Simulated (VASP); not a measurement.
# Sb2Pt (Pa-3) in VASP: notebook

The runs below take Sb2Pt through electric field gradients, with PBE, r2SCAN.

All numbers are computed with VASP 6.6.1; they aren't measurements. Logs are shortened: lines on timing, memory, paths and dates and some standing lists are left out, and cuts for length are marked.

### Step 1. The cell of the first run

It takes space group Pa-3 (No. 205, cubic). The conventional cell has a = 6.441 Å, b = 6.441 Å, c = 6.441 Å, α = 90.00°, β = 90.00°, γ = 90.00°. Sb (site symmetry 3) has 7 Sb at 2.68 to 3.63 Å and 3 Pt at 2.68 Å within 3.7 Å. Pt (site symmetry -3) has 6 Sb at 2.68 Å within 3.5 Å.

### Step 2. Electric field gradients, PBE

File INCAR:

```
SYSTEM = Sb2Pt
PREC     = Accurate       ! precision mode
ENCUT    = 520            ! plane-wave cutoff, eV
EDIFF    = 1E-8           ! SCF threshold, eV
ISMEAR   = -1             ! smearing method
SIGMA    = 0.05           ! smearing width, eV
LREAL    = .FALSE.        ! projectors in reciprocal space
LASPH    = .TRUE.         ! aspherical terms in the spheres
NELM     = 80             ! most SCF steps
ALGO     = Normal         ! electronic algorithm
ISIF     = 2              ! what is computed and relaxed
LWAVE    = .FALSE.        ! write WAVECAR
LCHARG   = .FALSE.        ! write CHGCAR
GGA      = PE             ! functional
LEFG     = .TRUE.       
NBANDS   = 52             ! bands
```

File KPOINTS:

```
Automatic mesh
0
G
  5 5 5
  0 0 0
```

File POSCAR:

```
Sb2Pt
1.0
    6.4410000000      0.0000000000      0.0000000000
    0.0000000000      6.4410000000      0.0000000000
    0.0000000000      0.0000000000      6.4410000000
Sb Pt
8 4
Direct
    0.3800000000      0.3800000000      0.3800000000
    0.1200000000      0.6200000000      0.8800000000
    0.8800000000      0.1200000000      0.6200000000
    0.6200000000      0.8800000000      0.1200000000
    0.6200000000      0.6200000000      0.6200000000
    0.8800000000      0.3800000000      0.1200000000
    0.1200000000      0.8800000000      0.3800000000
    0.3800000000      0.1200000000      0.8800000000
    0.0000000000      0.0000000000      0.0000000000
    0.5000000000      0.0000000000      0.5000000000
    0.5000000000      0.5000000000      0.0000000000
    0.0000000000      0.5000000000      0.5000000000
```

Potentials or basis: VASP PAW PBE potentials, release 64 (Sb, Pt).

Started as:

```sh
$ cat potpaw_PBE.64/Sb/POTCAR potpaw_PBE.64/Pt/POTCAR > POTCAR
$ mpirun -np 1 vasp_std > vasp.out
```

OUTCAR:

```text
SYSTEM = Sb2Pt
   PREC = Accurate
   ENCUT = 520
   EDIFF = 1E-8
   ISMEAR = -1
   LREAL = .FALSE.
   LASPH = .TRUE.
   NELM = 80
   ISIF = 2
   GGA = PE

 ion  position               nearest neighbor table
   1  0.380  0.380  0.380-   5 2.68  10 2.68  11 2.68  12 2.68   6 3.63   7 3.63   8 3.63   8 3.63
                             7 3.63   6 3.63
   2  0.120  0.620  0.880-   6 2.68   9 2.68  11 2.68  12 2.68   5 3.63   7 3.63   8 3.63   7 3.63
                             8 3.63   5 3.63
   3  0.880  0.120  0.620-   7 2.68   9 2.68  10 2.68  12 2.68   6 3.63   5 3.63   8 3.63   6 3.63
                             5 3.63   8 3.63
   4  0.620  0.880  0.120-   8 2.68   9 2.68  10 2.68  11 2.68   6 3.63   7 3.63   5 3.63   5 3.63
                             6 3.63   7 3.63
   5  0.620  0.620  0.620-   1 2.68  10 2.68  11 2.68  12 2.68   2 3.63   3 3.63   4 3.63   4 3.63
                             3 3.63   2 3.63
   6  0.880  0.380  0.120-   2 2.68   9 2.68  11 2.68  12 2.68   1 3.63   3 3.63   4 3.63   3 3.63
                             4 3.63   1 3.63
   7  0.120  0.880  0.380-   3 2.68   9 2.68  10 2.68  12 2.68   2 3.63   1 3.63   4 3.63   2 3.63
                             1 3.63   4 3.63
   8  0.380  0.120  0.880-   4 2.68   9 2.68  10 2.68  11 2.68   2 3.63   3 3.63   1 3.63   1 3.63
                             2 3.63   3 3.63
   9  0.000  0.000  0.000-   2 2.68   3 2.68   4 2.68   6 2.68   7 2.68   8 2.68
  10  0.500  0.000  0.500-   1 2.68   3 2.68   4 2.68   5 2.68   7 2.68   8 2.68
  11  0.500  0.500  0.000-   1 2.68   2 2.68   4 2.68   5 2.68   6 2.68   8 2.68
  12  0.000  0.500  0.500-   1 2.68   2 2.68   3 2.68   5 2.68   6 2.68   7 2.68

  LATTYP: Found a simple cubic cell.
 ALAT       =     6.4410000000

  Lattice vectors:

 A1 = (   6.4410000000,   0.0000000000,   0.0000000000)
 A2 = (   0.0000000000,   6.4410000000,   0.0000000000)
 A3 = (   0.0000000000,   0.0000000000,   6.4410000000)

Analysis of symmetry for initial positions (statically):
=====================================================================
 Subroutine PRICEL returns:
 Original cell was already a primitive cell.

 Routine SETGRP: Setting up the symmetry group for a
 simple cubic supercell.

 Subroutine GETGRP returns: Found 24 space group operations
 (whereof  6 operations were pure point group operations)
 out of a pool of 48 trial point group operations.

The static configuration has the point symmetry S_6 .
 The point group associated with its full space group is T_h .

Analysis of symmetry for dynamics (positions and initial velocities):
=====================================================================
 Subroutine PRICEL returns:
 Original cell was already a primitive cell.

 Routine SETGRP: Setting up the symmetry group for a
 simple cubic supercell.

 Subroutine GETGRP returns: Found 24 space group operations
 (whereof  6 operations were pure point group operations)
 out of a pool of 48 trial point group operations.

The dynamic configuration has the point symmetry S_6 .
 The point group associated with its full space group is T_h .

 Subroutine INISYM returns: Found 24 space group operations
 (whereof  6 operations are pure point group operations),
 and found     1 'primitive' translations

----------------------------------------------------------------------------------------

                                     Primitive cell

  volume of cell :     267.2144

  direct lattice vectors                    reciprocal lattice vectors
     6.441000000  0.000000000  0.000000000     0.155255395  0.000000000  0.000000000
     0.000000000  6.441000000  0.000000000     0.000000000  0.155255395  0.000000000
     0.000000000  0.000000000  6.441000000     0.000000000  0.000000000  0.155255395

  length of vectors
     6.441000000  6.441000000  6.441000000     0.155255395  0.155255395  0.155255395

  position of ions in fractional coordinates (direct lattice)
     0.380000000  0.380000000  0.380000000
     0.120000000  0.620000000  0.880000000
     0.880000000  0.120000000  0.620000000
     0.620000000  0.880000000  0.120000000
     0.620000000  0.620000000  0.620000000
     0.880000000  0.380000000  0.120000000
[... 105 lines left out ...]
   LHFCALC =     F    Hartree Fock is set to
   AEXX    =    0.0000 exact exchange contribution
   IVDW    =     0    specifies the selected vdW correction
   LEPSILON=     F    determine dielectric tensor
   LRPA    =     F    only Hartree local field effects (RPA)
 non-spin polarized calculation
  energy-cutoff  :      520.00
  volume of cell :      267.21
 maximum number of plane-waves:      7212
   NGX = 23   NGY = 23   NGZ = 23

 number of electron      80.0000009 magnetization

 Free energy of the ion-electron system (eV)
  ---------------------------------------------------
  ext. energy  EPLUGINS =         0.00000000
  ---------------------------------------------------
  free energy    TOTEN  =       -62.70358173 eV

  energy without entropy =      -62.69630382  energy(sigma->0) =      -62.69994278

 E-fermi :   9.4054     XC(G=0): -10.9680

 val. band max:        9.2766777183   @ k =   0.2000   0.0000   0.0000
 cond. band min:       9.4650950631   @ k =   0.0000   0.0000   0.0000
 fundamental gap:      0.1884173447
 Fermi energy:         9.4054451922

 k-point     1 :       0.0000    0.0000    0.0000
  band No.  band energies     occupation
      1      -3.5224      2.00000
      2      -1.3854      2.00000
      3      -1.3854      2.00000
      4      -1.3854      2.00000
      5       0.5066      2.00000
      6       0.5066      2.00000
[... 594 lines left out ...]
     51      12.6343      0.00000
     52      12.6968      0.00000

------------------------ aborting loop because EDIFF is reached ----------------------------------------

  FORCE on cell =-STRESS in cart. coord.  units (eV):
  Direction    XX          YY          ZZ          XY          YZ          ZX
  --------------------------------------------------------------------------------------
  -------------------------------------------------------------------------------------
  Total       10.7621644     10.7621644     10.7621644      0.0000000      0.0000000     -0.0000000
  in kB       64.5283125     64.5283125     64.5283125      0.0000000      0.0000000     -0.0000000
  external PRESSURE =      64.5283125 kB  Pullay stress =       0.0000000 kB

 VOLUME and BASIS-vectors are now :
 -----------------------------------------------------------------------------
  energy-cutoff  :      520.00
  volume of cell :      267.21
      direct lattice vectors                 reciprocal lattice vectors
     6.441000000  0.000000000  0.000000000     0.155255395  0.000000000  0.000000000
     0.000000000  6.441000000  0.000000000     0.000000000  0.155255395  0.000000000
     0.000000000  0.000000000  6.441000000     0.000000000  0.000000000  0.155255395

 POSITION                                       TOTAL-FORCE (eV/Angst)
 -----------------------------------------------------------------------------------
      2.44758      2.44758      2.44758        -0.697993     -0.697993     -0.697993
      0.77292      3.99342      5.66808         0.697993      0.697993     -0.697993
      5.66808      0.77292      3.99342        -0.697993      0.697993      0.697993
      3.99342      5.66808      0.77292         0.697993     -0.697993      0.697993
      3.99342      3.99342      3.99342         0.697993      0.697993      0.697993
      5.66808      2.44758      0.77292        -0.697993     -0.697993      0.697993
      0.77292      5.66808      2.44758         0.697993     -0.697993     -0.697993
      2.44758      0.77292      5.66808        -0.697993      0.697993     -0.697993
      0.00000      0.00000      0.00000        -0.000000     -0.000000      0.000000
      3.22050      0.00000      3.22050        -0.000000     -0.000000      0.000000
      3.22050      3.22050      0.00000        -0.000000     -0.000000      0.000000
      0.00000      3.22050      3.22050        -0.000000     -0.000000      0.000000
 -----------------------------------------------------------------------------------
    total drift:                               -0.000000      0.000000      0.000000

  FREE ENERGIE OF THE ION-ELECTRON SYSTEM (eV)
  ---------------------------------------------------
  free  energy   TOTEN  =       -62.7035817337 eV

  energy  without entropy=      -62.6963038237  energy(sigma->0) =      -62.69994278

 Electric field gradients (V/A^2)
---------------------------------------------------------------------
 ion       V_xx      V_yy      V_zz      V_xy      V_xz      V_yz
---------------------------------------------------------------------
   1      -0.000     0.000    -0.000    12.546    12.546    12.546
   2      -0.000     0.000    -0.000    12.546   -12.546   -12.546
   3      -0.000     0.000     0.000   -12.546   -12.546    12.546
   4      -0.000     0.000     0.000   -12.546    12.546   -12.546
   5      -0.000     0.000     0.000    12.546    12.546    12.546
   6      -0.000     0.000     0.000    12.546   -12.546   -12.546
   7      -0.000     0.000     0.000   -12.546   -12.546    12.546
   8      -0.000     0.000    -0.000   -12.546    12.546   -12.546
   9       0.000    -0.000    -0.000   -11.414   -11.414   -11.414
  10       0.000    -0.000    -0.000   -11.414    11.414    11.414
  11       0.000    -0.000    -0.000    11.414    11.414   -11.414
  12       0.000    -0.000    -0.000    11.414   -11.414    11.414
---------------------------------------------------------------------

 Electric field gradients after diagonalization (V/A^2)
 (convention: |V_zz| > |V_xx| > |V_yy|)
----------------------------------------------------------------------
 ion       V_xx      V_yy      V_zz     asymmetry (V_yy - V_xx)/ V_zz
----------------------------------------------------------------------
   1     -12.546   -12.546    25.091       0.000
   2     -12.546   -12.546    25.091       0.000
   3     -12.546   -12.546    25.091       0.000
   4     -12.546   -12.546    25.091       0.000
   5     -12.546   -12.546    25.091       0.000
   6     -12.546   -12.546    25.091       0.000
   7     -12.546   -12.546    25.091       0.000
   8     -12.546   -12.546    25.091       0.000
   9      11.414    11.414   -22.828       0.000
  10      11.414    11.414   -22.828       0.000
  11      11.414    11.414   -22.828       0.000
  12      11.414    11.414   -22.828       0.000
----------------------------------------------------------------------

           NMR quadrupolar parameters

 Cq : quadrupolar parameter    Cq=e*Q*V_zz/h
 eta: asymmetry parameters     (V_yy - V_xx)/ V_zz
 Q  : nuclear electric quadrupole moment in mb (millibarn)
----------------------------------------------------------------------
 ion       Cq(MHz)       eta       Q (mb)
----------------------------------------------------------------------
   1       0.061       0.000       1.000
   2       0.061       0.000       1.000
   3       0.061       0.000       1.000
   4       0.061       0.000       1.000
   5       0.061       0.000       1.000
   6       0.061       0.000       1.000
   7       0.061       0.000       1.000
   8       0.061       0.000       1.000
   9      -0.055       0.000       1.000
  10      -0.055       0.000       1.000
  11      -0.055       0.000       1.000
  12      -0.055       0.000       1.000
----------------------------------------------------------------------
```

Wall time 3 min (1 thread of Intel Xeon Platinum 8124M at 3.00GHz (Skylake/Cascade Lake), shared host); peak memory 0.39 GiB.

What came out:

* Free energy: -62.7036 eV
* Pressure: 6.5 GPa
* Largest force: 1.209 eV/Å
* Band gap on the k mesh: 0.19 eV (least direct gap 0.34 eV)
* Largest electric field gradient by atom: Sb +25.1; Pt -22.8 V/Å²

Forces on the atoms (eV/Å):
```
Sb  -0.698 -0.698 -0.698
Sb   0.698  0.698 -0.698
Sb  -0.698  0.698  0.698
Sb   0.698 -0.698  0.698
Sb   0.698  0.698  0.698
Sb  -0.698 -0.698  0.698
Sb   0.698 -0.698 -0.698
Sb  -0.698  0.698 -0.698
Pt   0.000  0.000  0.000
Pt   0.000  0.000  0.000
Pt   0.000  0.000  0.000
Pt   0.000  0.000  0.000
```

Electric field gradients, principal values (V/Å²):
```csv
atom,least,middle,greatest (by size)
1 Sb,-12.546,-12.546,25.091
2 Sb,-12.546,-12.546,25.091
3 Sb,-12.546,-12.546,25.091
4 Sb,-12.546,-12.546,25.091
5 Sb,-12.546,-12.546,25.091
6 Sb,-12.546,-12.546,25.091
7 Sb,-12.546,-12.546,25.091
8 Sb,-12.546,-12.546,25.091
9 Pt,11.414,11.414,-22.828
10 Pt,11.414,11.414,-22.828
11 Pt,11.414,11.414,-22.828
12 Pt,11.414,11.414,-22.828
```

Caveat: the cell stands under pressure; without QUAD_EFG the Cq values of the log hold for a quadrupole moment of 1 mb, not for the nuclei; spin-orbit coupling is left out, which moves the levels of the heavy elements; an odd mesh through Γ misses points on the zone boundary, where band edges can lie; forces of over 1 eV/Å act on the atoms, so gaps and moduli don't describe the material at rest.

[end of part 1 of 2]

The gap in the log of VASP goes by the Fermi energy; the results here count the filled bands.